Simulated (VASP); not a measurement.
Here is a VASP 6.6.1 calculation.

INCAR

```
PREC = Accurate
ENCUT = 520
EDIFF = 1E-7
ISMEAR = 0
SIGMA = 0.1
LREAL = F
LASPH = T
NELM = 100
ALGO = Normal
ISIF = 2
LWAVE = F
LCHARG = T
GGA = PS
LELF = T
LVHAR = T
NBANDS = 16
```

The input KPOINTS:

```
regular mesh
0
Gamma
  6 6 6
```

POSCAR

```
Te
1.0
    2.0885231158      1.2058093831      6.3757824977
   -2.0885231158      1.2058093831      6.3757824977
    0.0000000000     -2.4116187663      6.3757824977
Te
3
Direct
    0.0000000000      0.0000000000      0.0000000000
    0.2366679177      0.2366679177      0.2366679177
    0.7633320823      0.7633320823      0.7633320823
```

Potentials or basis: VASP PAW PBE potentials, release 64 (Te).

The run is started by

```console
$ cat potpaw_PBE.64/Te/POTCAR > POTCAR
$ mpirun -np 1 vasp_std > vasp.out
```

Q: What does it give for the pressure?

A: 0.2 GPa.

Q: What does it give for the band gap on the k mesh?

A: 0.12 eV (least direct gap 0.23 eV).

Q: Estimate the largest force.

A: 0.014 eV/Å.

Forces on the atoms (eV/Å):
```
Te   0.000  0.000  0.000
Te   0.000  0.000 -0.014
Te   0.000  0.000  0.014
```

Caveat: semilocal functionals underestimate gaps, and a narrow one can read as zero; the PAW data sets were made with another functional, which shifts forces and pressure a little; spin-orbit coupling is left out, which moves the levels of the heavy elements. A k mesh can miss the band edges.
